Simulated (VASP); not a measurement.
Crystal: ZrC.

```
CELL_PARAMETERS angstrom
0.00000 2.54552 2.54552
2.54552 0.00000 2.54552
2.54552 2.54552 0.00000
ATOMIC_POSITIONS crystal
Zr 0.50000 0.50000 0.50000
C 0.75000 0.75000 0.75000
```

Program: VASP 6.6.1. Alike in all runs: task single point; potentials or basis VASP PAW PBE potentials, release 64 (Zr_sv, C); no spin polarisation; cell as given; k mesh 5 × 5 × 5; cutoff (eV) 520; smearing fermi-dirac 0.05 eV.

Order these runs on this cell by their band gap on the k mesh, lowest first.
A. level r2SCAN50; share of exact exchange 0.5
B. level HF; share of exact exchange 1
C. level r2SCAN0; share of exact exchange 0.25
D. level r2SCANh; share of exact exchange 0.1

D (1.54 eV), C (2.36 eV), A (3.79 eV), B (7.32 eV).

Caveats: all runs use coarse meshes; an odd mesh through Γ misses points on the zone boundary, where band edges can lie.
